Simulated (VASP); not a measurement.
A run of VASP 6.6.1 is set up as follows.

File INCAR:

```
SYSTEM = MgO
ALGO = Normal
EDIFF = 1E-7
ENCUT = 520
GGA = CA
ISIF = 2
ISMEAR = 0
LASPH = .TRUE.
LCHARG = .TRUE.
LELF = .TRUE.
LREAL = .FALSE.
LVHAR = .TRUE.
LWAVE = .FALSE.
NBANDS = 16
NELM = 80
PREC = Accurate
SIGMA = 0.02
```

File KPOINTS:

```
k-points
0
G
  9 9 6
  0 0 0
```

POSCAR

```
MgO
1.0
    3.3028386699      0.0000000000      0.0000000000
   -1.6514193350      2.8603421927      0.0000000000
    0.0000000000      0.0000000000      5.0202782649
Mg O
2 2
Direct
    0.3333333333      0.6666666667      0.0037134796
    0.6666666667      0.3333333333      0.5037134796
    0.3333333333      0.6666666667      0.4008865204
    0.6666666667      0.3333333333      0.9008865204
```

Potentials or basis: VASP PAW LDA potentials, release 64 (Mg, O).

Command:

```bash
$ cat potpaw_LDA.64/Mg/POTCAR potpaw_LDA.64/O/POTCAR > POTCAR
$ mpirun -np 1 vasp_std > vasp.out
```

Question: What does it give for the pressure?

Answer: -5.7 GPa.

Question: Predict the largest force.

Answer: 0.039 eV/Å.

Stress tensor (GPa, compression positive):
```
-5.89  0.00  0.00
 0.00 -5.89  0.00
 0.00  0.00 -5.26
```
